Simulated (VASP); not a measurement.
Set up this calculation in VASP 6.6.1, as the native input.

```yaml
Task: relaxation of cell and atoms
Functional: PBE
Potentials_or_basis: VASP PAW PBE potentials, release 64 (Mg, O)
Cutoff: 600 eV
k_mesh: 6 × 6 × 4
Occupations: gaussian, width 0.1 eV
Spin: no spin polarisation
Dipole_correction: no
Further_INCAR_settings: ALGO = Normal; EDIFF = 1e-06; IBRION = 2; EDIFFG = -0.04; NSW = 90; ISIF = 3
```

The structure of Mg7O lies in POSCAR:

```
Mg7O
1.0
    4.6996220800      0.0000000000      0.0000000000
   -2.3498110400      4.0699921100      0.0000000000
    0.0000000000      0.0000000000      6.5309487900
Mg O
7 1
Direct
    0.5000000000      0.0000000000      0.7803368200
    0.0000000000      0.5000000000      0.7803368200
    0.5000000000      0.5000000000      0.7803368200
    0.0000000000      0.5000000000      0.2196631800
    0.5000000000      0.0000000000      0.2196631800
    0.5000000000      0.5000000000      0.2196631800
    0.0000000000      0.0000000000      0.5000000000
    0.0000000000      0.0000000000      0.0000000000
```

The cell was built from a structure type or drawn by symmetry, and may not be a known phase.

One way to write it, as run:

INCAR

```
SYSTEM = Mg7O
PREC = Accurate
ENCUT = 600
EDIFF = 1E-6
ISMEAR = 0
SIGMA = 0.1
LREAL = .FALSE.
LASPH = .TRUE.
NELM = 80
ALGO = Normal
ISIF = 3
LWAVE = .FALSE.
LCHARG = .FALSE.
GGA = PE
IBRION = 2
NSW = 90
EDIFFG = -0.04
```

KPOINTS

```
Automatic mesh
0
G
  6 6 4
  0 0 0
```

Potentials or basis: VASP PAW PBE potentials, release 64 (Mg, O).

Launch:

```console
$ cat potpaw_PBE.64/Mg/POTCAR potpaw_PBE.64/O/POTCAR > POTCAR
$ mpirun -np 1 vasp_std > vasp.out
```

Results of the run:

```yaml
Relaxed_volume: 20.90 Å³/atom
Relaxed_cell: a = 5.808 Å, b = 5.808 Å, c = 5.724 Å, α = 90.00°, β = 90.00°, γ = 120.00°
Space_group_after_relaxing_to_0.1_Å: P6/mmm (No. 191)
Energy_gained_by_relaxing: 857.5 meV/atom
Ionic_steps: 14
Pressure_after_relaxing: 0.0 GPa
Largest_force_after_relaxing: 0.009 eV/Å
Band_gap_on_the_k_mesh: zero (bands 10 and 11 overlap by 0.73 eV)
```

Caveat: the volume moved by over 15 % at a fixed basis, so the end points are rough; semilocal functionals underestimate gaps, so a narrow gap can read as zero.

Wall time 4.5 min on 1 thread of Intel(R) Xeon(R) 6975P-C (Granite Rapids), with other jobs on the host, peak memory 0.31 GiB.
